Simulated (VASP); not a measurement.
Input of a VASP 6.6.1 run:

POSCAR

```
MoS2
1.0
    1.6450615192      0.9497767110      6.0655340359
   -1.6450615192      0.9497767110      6.0655340359
    0.0000000000     -1.8995534219      6.0655340359
Mo S
1 2
Direct
   -0.0000167050     -0.0000167050     -0.0000167050
    0.4168537720      0.4168537720      0.4168537720
    0.2498295997      0.2498295997      0.2498295997
```

Contents of INCAR.step1:

```
ALGO = Normal
EDIFF = 1E-4
ENCUT = 520
GGA = PE
ISMEAR = 0
LASPH = T
LCHARG = F
LREAL = F
LWAVE = T
NBANDS = 20
NELM = 100
PREC = Accurate
SIGMA = 0.01
```

The input INCAR.step2:

```
ALGO = Normal
EDIFF = 1E-6
ENCUT = 520
ISIF = 2
ISMEAR = 0
ISTART = 1
LASPH = T
LCHARG = T
LELF = T
LMIXTAU = T
LREAL = F
LVHAR = T
LWAVE = F
METAGGA = R2SCAN
NBANDS = 20
NELM = 100
PREC = Accurate
SIGMA = 0.01
```

The input KPOINTS:

```
k-points
0
Gamma
  10 10 10
```

Potentials or basis: VASP PAW PBE potentials, release 64 (Mo_sv, S).

The run is started by

```bash
$ cat potpaw_PBE.64/Mo_sv/POTCAR potpaw_PBE.64/S/POTCAR > POTCAR
$ cp INCAR.step1 INCAR
$ mpirun -np 1 vasp_std > vasp.out
$ cp INCAR.step2 INCAR
$ mpirun -np 1 vasp_std > vasp.out
```

Predict the pressure.

-5.0 GPa.

What does it give for the band gap on the k mesh?

0.48 eV, indirect (least direct gap 1.70 eV).

Estimate the largest force.

0.053 eV/Å.

Stress tensor (GPa, compression positive):
```
-8.06  0.00  0.00
 0.00 -8.06  0.00
 0.00  0.00  1.00
```

Caveat: the cell differs from its parent crystal (epitaxial xy strain +3.6%); the PAW data sets were made with another functional, which shifts forces and pressure a little. A k mesh can miss the band edges.
